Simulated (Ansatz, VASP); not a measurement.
**BaTe in VASP and in Ansatz**

```
CELL_PARAMETERS angstrom
0.00000 3.60087 3.60087
3.60087 0.00000 3.60087
3.60087 3.60087 0.00000
ATOMIC_POSITIONS crystal
Ba 0.00000 0.00000 0.00000
Te 0.50000 0.50000 0.50000
```

Alike in both runs: functional r2SCAN; k mesh 8 × 8 × 8; occupations fermi-dirac, width 0.02 eV; no spin polarisation.

Ansatz relaxed the structure, and its values are those at the end. VASP's run is a single point on that final structure, the one shown.

|  | VASP | Ansatz |
| --- | --- | --- |
| version | VASP 6.6.1 | Ansatz 0.2.0 |
| potentials or method | VASP PAW PBE potentials, release 64 (Ba_sv, Te), cutoff 520 eV | PAW plane waves |
| valence electrons in the cell | 16 | 26 |

VASP gave:

| Quantity | Value |
| --- | --- |
| gap on the k mesh at the Fermi level (eV) | 2.04 |
| pressure (GPa) | -1.3 |

Problem. What did Ansatz give for the same quantities?

Solution. gap on the k mesh at the Fermi level (eV): 2.10; pressure (GPa): -1.6.

VASP's potentials were made for PBE, not for r2SCAN. The functional is the same, so the differences come from potentials, cutoffs and numerics. VASP's potentials hold 16 valence electrons a cell and Ansatz's 26, so a difference there can come from the potentials and not from the codes. Ansatz's warnings: stress scf threshold loose.

Neither program's run includes spin-orbit coupling.
